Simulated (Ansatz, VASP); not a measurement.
## Ru: VASP beside Ansatz

File INCAR:

```
SYSTEM = Ru
PREC = Accurate
ENCUT = 520
EDIFF = 1E-7
ISMEAR = 0
SIGMA = 0.15
LREAL = .False.
LASPH = .True.
NELM = 80
ALGO = Fast
ISIF = 2
LWAVE = .False.
LCHARG = .False.
GGA = PS
NBANDS = 21
```

File KPOINTS:

```
regular mesh
0
Gamma
  24 24 12
  0 0 0
```

The input POSCAR:

```
Ru
1.0
    2.6246253542      0.0000000000      0.0000000000
   -1.3123126771      2.2729922322      0.0000000000
    0.0000000000      0.0000000000      4.3461285000
Ru
2
Direct
    0.3333333333      0.6666666667      0.2500000000
    0.6666666667      0.3333333333      0.7500000000
```

Input for Ansatz:

```yaml
crystal:
  lattice:
    - [2.6246253542, 0.0, 0.0]
    - [-1.3123126771, 2.2729922322, 0.0]
    - [0.0, 0.0, 4.3461285]
  atoms:
    - { symbol: Ru, position: [0.3333333333, 0.6666666667, 0.25] }
    - { symbol: Ru, position: [0.6666666667, 0.3333333333, 0.75] }
basis:
  ecutwfc: 420
kpoints:
  mp_grid: { grid: [24, 24, 12] }
hamiltonian:
  xc: pbesol
scf:
  occupations: { method: gaussian, width: 0.15 }
output:
  forces: true
  stress: true
  eigenvalues: true
```

Change from the starting cell: strain -0.030 along x and y, +0.015 along z, atoms carried along.

Alike in both runs: task single point; functional PBEsol; k mesh 24 × 24 × 12; occupations gaussian, width 0.15 eV; no spin polarisation.

```csv
,VASP,Ansatz
version,VASP 6.6.1,Ansatz 0.2.0
potentials or method,"VASP PAW PBE potentials, release 64 (Ru_pv), cutoff 520 eV","scalar-relativistic, plane waves, PAW"
valence electrons in the cell,28,32
```

```csv
,VASP,Ansatz,Ansatz less VASP
gap on the k mesh at the Fermi level (eV),none,none,-
pressure (GPa),10.3,10.3,+0.01
"traceless stress, the component that is largest in VASP (GPa)",-16.85,-16.85,-0.004
```

VASP's potentials were made for PBE, not for PBEsol. A gap of «none» marks a metal or a gap that the smearing closes. VASP's potentials hold 28 valence electrons a cell and Ansatz's 32, so a difference there can come from the potentials and not from the codes.
